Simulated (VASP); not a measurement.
Input of a VASP 6.6.1 run:

Contents of POSCAR:

```
Li
1.0
   -1.7309356065      1.7309356065      1.7309356065
    1.7309356065     -1.7309356065      1.7309356065
    1.7309356065      1.7309356065     -1.7309356065
Li
1
Direct
    0.0000000000      0.0000000000      0.0000000000
```

File INCAR.step1:

```
PREC = Accurate
ENCUT = 520
EDIFF = 1E-5
ISMEAR = -1
SIGMA = 0.05
LREAL = False
LASPH = True
NELM = 100
ALGO = Normal
ISIF = 2
LWAVE = True
LCHARG = False
NBANDS = 8
GGA = PE
```

INCAR.step2

```
PREC = Accurate
ENCUT = 520
EDIFF = 1E-6
ISMEAR = -1
SIGMA = 0.05
LREAL = False
LASPH = True
NELM = 100
ALGO = Normal
ISIF = 2
LWAVE = False
LCHARG = False
GGA = PS
LHFCALC = True
AEXX = 0.25
PRECFOCK = Normal
NBANDS = 8
ISTART = 1
```

File KPOINTS:

```
regular mesh
0
Gamma
  6 6 6
```

Potentials or basis: VASP PAW PBE potentials, release 64 (Li_sv).

The run is started by

```console
$ cat potpaw_PBE.64/Li_sv/POTCAR > POTCAR
$ cp INCAR.step1 INCAR
$ mpirun -np 1 vasp_std > vasp.out
$ cp INCAR.step2 INCAR
$ mpirun -np 1 vasp_std > vasp.out
```

(1) Estimate the band gap on the k mesh.

Answers

(1) zero (an odd number of electrons rules out a gap without spin polarisation).
